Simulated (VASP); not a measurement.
# BiRu (Pm-3m) in VASP: notebook, part 2 of 3

VASP 6.6.1.

**3. Single point, PBE**

This run uses another cell than the first one, of 22.31 Å³/atom, 1.132 times its volume.

Contents of INCAR:

```
SYSTEM = BiRu
PREC = Accurate
ENCUT = 520
EDIFF = 1E-6
ISMEAR = 0
SIGMA = 0.1
LREAL = .FALSE.
LASPH = .TRUE.
NELM = 100
ALGO = Fast
ISIF = 2
LWAVE = .FALSE.
LCHARG = .FALSE.
GGA = PE
NBANDS = 22
```

Contents of KPOINTS:

```
Automatic mesh
0
G
  6 6 6
  0 0 0
```

Contents of POSCAR:

```
BiRu
1.0
    3.5467444400      0.0000000000      0.0000000000
    0.0000000000      3.5467444400      0.0000000000
    0.0000000000      0.0000000000      3.5467444400
Bi Ru
1 1
Direct
    0.0000000000      0.0000000000      0.0000000000
    0.5000000000      0.5000000000      0.5000000000
```

Potentials or basis: VASP PAW PBE potentials, release 64 (Bi_d, Ru_pv).

Launch:

```
cat potpaw_PBE.64/Bi_d/POTCAR potpaw_PBE.64/Ru_pv/POTCAR > POTCAR
mpirun -np 1 vasp_std > vasp.out
```

OUTCAR:

```text
SYSTEM = BiRu
   PREC = Accurate
   ENCUT = 520
   EDIFF = 1E-6
   ISMEAR = 0
   LREAL = .FALSE.
   LASPH = .TRUE.
   NELM = 100
   ISIF = 2
   GGA = PE

 ion  position               nearest neighbor table
   1  0.000  0.000  0.000-   2 3.07   2 3.07   2 3.07   2 3.07   2 3.07   2 3.07   2 3.07   2 3.07

   2  0.500  0.500  0.500-   1 3.07   1 3.07   1 3.07   1 3.07   1 3.07   1 3.07   1 3.07   1 3.07

  LATTYP: Found a simple cubic cell.
 ALAT       =     3.5467444400

  Lattice vectors:

 A1 = (   3.5467444400,   0.0000000000,   0.0000000000)
 A2 = (   0.0000000000,   3.5467444400,   0.0000000000)
 A3 = (   0.0000000000,   0.0000000000,   3.5467444400)

Analysis of symmetry for initial positions (statically):
=====================================================================
 Subroutine PRICEL returns:
 Original cell was already a primitive cell.

 Routine SETGRP: Setting up the symmetry group for a
 simple cubic supercell.

 Subroutine GETGRP returns: Found 48 space group operations
 (whereof 48 operations were pure point group operations)
 out of a pool of 48 trial point group operations.

The static configuration has the point symmetry O_h .

Analysis of symmetry for dynamics (positions and initial velocities):
=====================================================================
 Subroutine PRICEL returns:
 Original cell was already a primitive cell.

 Routine SETGRP: Setting up the symmetry group for a
 simple cubic supercell.

 Subroutine GETGRP returns: Found 48 space group operations
 (whereof 48 operations were pure point group operations)
 out of a pool of 48 trial point group operations.

The dynamic configuration has the point symmetry O_h .

 Subroutine INISYM returns: Found 48 space group operations
 (whereof 48 operations are pure point group operations),
 and found     1 'primitive' translations

----------------------------------------------------------------------------------------

                                     Primitive cell

  volume of cell :      44.6159

  direct lattice vectors                    reciprocal lattice vectors
     3.546744440  0.000000000  0.000000000     0.281948704  0.000000000  0.000000000
     0.000000000  3.546744440  0.000000000     0.000000000  0.281948704  0.000000000
     0.000000000  0.000000000  3.546744440     0.000000000  0.000000000  0.281948704

  length of vectors
     3.546744440  3.546744440  3.546744440     0.281948704  0.281948704  0.281948704

  position of ions in fractional coordinates (direct lattice)
     0.000000000  0.000000000  0.000000000
     0.500000000  0.500000000  0.500000000

  ion indices of the primitive-cell ions
   primitive index   ion index
                 1           1
                 2           2

----------------------------------------------------------------------------------------

 KPOINTS: Automatic mesh

Automatic generation of k-mesh.
 Grid dimensions read from file:
 generate k-points for:    6    6    6

 Generating k-lattice:

  Cartesian coordinates                     Fractional coordinates (reciprocal lattice)
     0.046991451  0.000000000  0.000000000     0.166666667  0.000000000  0.000000000
     0.000000000  0.046991451  0.000000000     0.000000000  0.166666667  0.000000000
     0.000000000  0.000000000  0.046991451     0.000000000  0.000000000  0.166666667

  Length of vectors
     0.046991451  0.046991451  0.046991451

  Shift w.r.t. Gamma in fractional coordinates (k-lattice)
     0.000000000  0.000000000  0.000000000

 Subroutine IBZKPT returns following result:
 ===========================================

 Found     20 irreducible k-points:

 Following reciprocal coordinates:
            Coordinates               Weight
  0.000000  0.000000  0.000000      1.000000
  0.166667  0.000000  0.000000      6.000000
  0.333333  0.000000  0.000000      6.000000
  0.500000  0.000000  0.000000      3.000000
  0.166667  0.166667  0.000000     12.000000
  0.333333  0.166667  0.000000     24.000000
[... 12 lines left out ...]
  0.500000  0.500000  0.333333      6.000000
  0.500000  0.500000  0.500000      1.000000
   k-points           NKPTS =     20   k-points in BZ     NKDIM =     20   number of bands    NBANDS=     22
   number of dos      NEDOS =    301   number of ions     NIONS =      2
   total plane-waves  NPLWV =  21952
   dimension x,y,z NGX =    28 NGY =   28 NGZ =   28
   dimension x,y,z NGXF=    56 NGYF=   56 NGZF=   56
   ions per type =               1   1
   NGX,Y,Z   is equivalent  to a cutoff of  13.12, 13.12, 13.12 a.u.
   NGXF,Y,Z  is equivalent  to a cutoff of  26.25, 26.25, 26.25 a.u.
 SYSTEM =  BiRu
   PREC   = accura    normal or accurate (medium, high low for compatibility)
   ISTART =      0    job   : 0-new  1-cont  2-samecut
   ICHARG =      2    charge: 1-file 2-atom 10-const
   ISPIN  =      1    spin polarized calculation?
   LNONCOLLINEAR =      F non collinear calculations
   LSORBIT =      F    spin-orbit coupling
   LASPH  =      T    aspherical Exc in radial PAW
   ENCUT  =  520.0 eV  38.22 Ry    6.18 a.u.   6.59  6.59  6.59*2*pi/ulx,y,z
   NELM   =    100;   NELMIN=  2; NELMDL= -5     # of ELM steps
   EDIFF  = 0.1E-05   stopping-criterion for ELM
   LREAL  =      F    real-space projection
   EDIFFG = 0.1E-04   stopping-criterion for IOM
   NSW    =      0    number of steps for IOM
   IBRION =     -1    ionic relax: 0-MD 1-quasi-New 2-CG
   NFREE  =      0    steps in history (QN), initial steepest desc. (CG)
   ISIF   =      2    stress and relaxation
   ISYM   =      2    0-nonsym 1-usesym 2-fastsym
   POTIM  = 0.5000    time-step for ionic-motion
   TEBEG  =    0.0;   TEEND  =   0.0 temperature during run
   PSTRESS=    0.0 pullay stress
   NELECT =      29.0000    total number of electrons
   NUPDOWN=      -1.0000    fix difference up-down
   EMIN   =  10.00;   EMAX   =-10.00  energy-range for DOS
   EFERMI =   0.00;   METHOD = LEGACY
   ISMEAR =     0;   SIGMA  =   0.10  broadening in eV -4-tet -1-fermi 0-gaus
   EFERMI_NEDOS =   21; number of points for ismear=-14 and -15
   IALGO  =     68    algorithm
   IMIX   =      4    mixing-type and parameters
     AMIX     =   0.40;   BMIX     =  1.00
     AMIX_MAG =   1.60;   BMIX_MAG =  1.00
  volume/ion in A,a.u.               =      22.31       150.54
  Fermi-wavevector in a.u.,A,eV,Ry     =   1.418113  2.679846 27.361933  2.011045
  Thomas-Fermi vector in A             =   2.539273
   LORBIT       =      0    0 simple, 1 ext, 2 COOP (PROOUT), +10 PAW based schemes
   GGA     = PE    functional components
   LHFCALC =     F    Hartree Fock is set to
   AEXX    =    0.0000 exact exchange contribution
   IVDW    =     0    specifies the selected vdW correction
   LEPSILON=     F    determine dielectric tensor
   LRPA    =     F    only Hartree local field effects (RPA)
 non-spin polarized calculation
 RMM-DIIS sequential band-by-band and
 Gauss-broadening in eV      SIGMA  =   0.10
  energy-cutoff  :      520.00
  volume of cell :       44.62
 maximum number of plane-waves:      1222
 NGX is ok and might be reduce to    28
   NGX = 13   NGY = 13   NGZ = 13

 number of electron      29.0000014 magnetization

 Free energy of the ion-electron system (eV)
  ---------------------------------------------------
  ext. energy  EPLUGINS =         0.00000000
  ---------------------------------------------------
  free energy    TOTEN  =       -11.85255769 eV

  energy without entropy =      -11.83841642  energy(sigma->0) =      -11.84548706

 E-fermi :   9.1383     XC(G=0): -11.5976

 val. band max:        9.0412598081   @ k =   0.3333   0.1667   0.0000
 cond. band min:       9.1386501663   @ k =   0.3333   0.1667   0.1667
 fundamental gap:      0.0973903582
 Fermi energy:         9.1383141266

 k-point     1 :       0.0000    0.0000    0.0000
  band No.  band energies     occupation
      1     -32.9121      2.00000
      2     -32.9121      2.00000
      3     -32.9121      2.00000
      4     -13.6802      2.00000
      5     -13.6802      2.00000
      6     -13.5429      2.00000
[... 14 lines left out ...]
     21      22.2410      0.00000
     22      22.2454      0.00000
[... 452 lines left out ...]
  band No.  band energies     occupation
      1     -32.9353      2.00000
      2     -32.9353      2.00000
      3     -32.9353      2.00000
      4     -13.6157      2.00000
      5     -13.6157      2.00000
      6     -13.6157      2.00000
[... 14 lines left out ...]
     21      13.8591      0.00000
     22      21.3789      0.00000

------------------------ aborting loop because EDIFF is reached ----------------------------------------

  FORCE on cell =-STRESS in cart. coord.  units (eV):
  Direction    XX          YY          ZZ          XY          YZ          ZX
  --------------------------------------------------------------------------------------
  -------------------------------------------------------------------------------------
  Total       -3.3606740     -3.3606740     -3.3606740      0.0000000      0.0000000     -0.0000000
  in kB     -120.6833273   -120.6833273   -120.6833273      0.0000000      0.0000000     -0.0000000
  external PRESSURE =    -120.6833273 kB  Pullay stress =       0.0000000 kB

 VOLUME and BASIS-vectors are now :
 -----------------------------------------------------------------------------
  energy-cutoff  :      520.00
  volume of cell :       44.62
      direct lattice vectors                 reciprocal lattice vectors
     3.546744440  0.000000000  0.000000000     0.281948704  0.000000000  0.000000000
     0.000000000  3.546744440  0.000000000     0.000000000  0.281948704  0.000000000
     0.000000000  0.000000000  3.546744440     0.000000000  0.000000000  0.281948704

 POSITION                                       TOTAL-FORCE (eV/Angst)
 -----------------------------------------------------------------------------------
      0.00000      0.00000      0.00000         0.000000      0.000000      0.000000
      1.77337      1.77337      1.77337         0.000000      0.000000      0.000000
 -----------------------------------------------------------------------------------
    total drift:                                0.000000      0.000000      0.000000

  FREE ENERGIE OF THE ION-ELECTRON SYSTEM (eV)
  ---------------------------------------------------
  free  energy   TOTEN  =       -11.8525576867 eV

  energy  without entropy=      -11.8384164245  energy(sigma->0) =      -11.84548706
```

OSZICAR:

```text
N       E                     dE             d eps       ncg     rms          rms(c)
DAV:   1     0.305973119144E+03    0.30597E+03   -0.15969E+04   896   0.158E+03
DAV:   2     0.467188121396E+01   -0.30130E+03   -0.29213E+03   898   0.459E+02
DAV:   3    -0.115827850060E+02   -0.16255E+02   -0.15937E+02  1048   0.111E+02
DAV:   4    -0.120072515956E+02   -0.42447E+00   -0.42420E+00  1010   0.182E+01
DAV:   5    -0.120253915040E+02   -0.18140E-01   -0.18138E-01  1274   0.361E+00    0.432E+00
RMM:   6    -0.119149192786E+02    0.11047E+00   -0.56095E-01   904   0.528E+00    0.183E+00
RMM:   7    -0.118611834411E+02    0.53736E-01   -0.69074E-02  1041   0.208E+00    0.127E+00
RMM:   8    -0.118525449066E+02    0.86385E-02   -0.29791E-02   976   0.135E+00    0.226E-01
RMM:   9    -0.118525715297E+02   -0.26623E-04   -0.39967E-03  1112   0.749E-01    0.110E-01
RMM:  10    -0.118525457468E+02    0.25783E-04   -0.10074E-03  1191   0.290E-01    0.505E-02
RMM:  11    -0.118525614465E+02   -0.15700E-04   -0.31869E-04  1122   0.189E-01    0.170E-02
RMM:  12    -0.118525540237E+02    0.74228E-05   -0.12375E-04  1215   0.105E-01    0.909E-03
RMM:  13    -0.118525572896E+02   -0.32659E-05   -0.39764E-05  1346   0.516E-02    0.213E-03
RMM:  14    -0.118525576867E+02   -0.39707E-06   -0.63548E-06  1003   0.213E-02
   1 F= -.11852558E+02 E0= -.11845487E+02  d E =-.141413E-01
```

stdout:

```text
POSCAR found type information on POSCAR BiRu
 POSCAR found :  2 types and       2 ions
 scaLAPACK will be used
 LDA part: xc-table for (Slater+PW92), standard interpolation
 POSCAR, INCAR and KPOINTS ok, starting setup
 FFT: planning ... GRIDC
 FFT: planning ... GRID_SOFT
 FFT: planning ... GRID
 WAVECAR not read
 entering main loop
```

Run time: 14 s. Hardware: 1 thread of AMD EPYC 7R13 (Zen 3), shared host; peak memory 0.13 GiB.

What came out:

```
Free energy : -11.8526 eV
Pressure    : -12.1 GPa
```

Caveat: spin-orbit coupling is left out, which moves the levels of the heavy elements.

(Continued in part 3 of 3.)
